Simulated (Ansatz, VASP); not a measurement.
# Two plane-wave programs on C

```
C
1.0
     0.00000    1.72348    1.89807
     1.72348    0.00000    1.89807
     1.72348    1.72348    0.00000
C
2
Direct
  0.50000 0.50000 0.50000
  0.75000 0.75000 0.75000
```

Alike in both runs: task single point; functional LDA; k mesh 12 × 12 × 12; occupations gaussian, width 0.05 eV; no spin polarisation.

|  | VASP | Ansatz |
| --- | --- | --- |
| version | VASP 6.6.1 | Ansatz 0.2.0 |
| potentials or method | VASP PAW LDA potentials, release 64 (C_h), cutoff 1300 eV | scalar-relativistic, plane waves, PAW |
| valence electrons in the cell | 8 | 8 |

|  | VASP | Ansatz | Ansatz less VASP |
| --- | --- | --- | --- |
| gap on the k mesh at the Fermi level (eV) | 2.93 | 2.94 | +0.006 |
| least direct gap on the mesh (eV) | 4.72 | 4.71 | -0.002 |
| pressure (GPa) | -9.4 | -10.4 | -0.94 |
| traceless stress, the component that is largest in VASP (GPa) | -65.62 | -65.65 | -0.029 |

Ansatz warns that its potentials were made for another functional, while VASP's fit it. LDA's correlation is that of Perdew and Zunger in VASP and of Perdew and Wang (1992) in Ansatz.
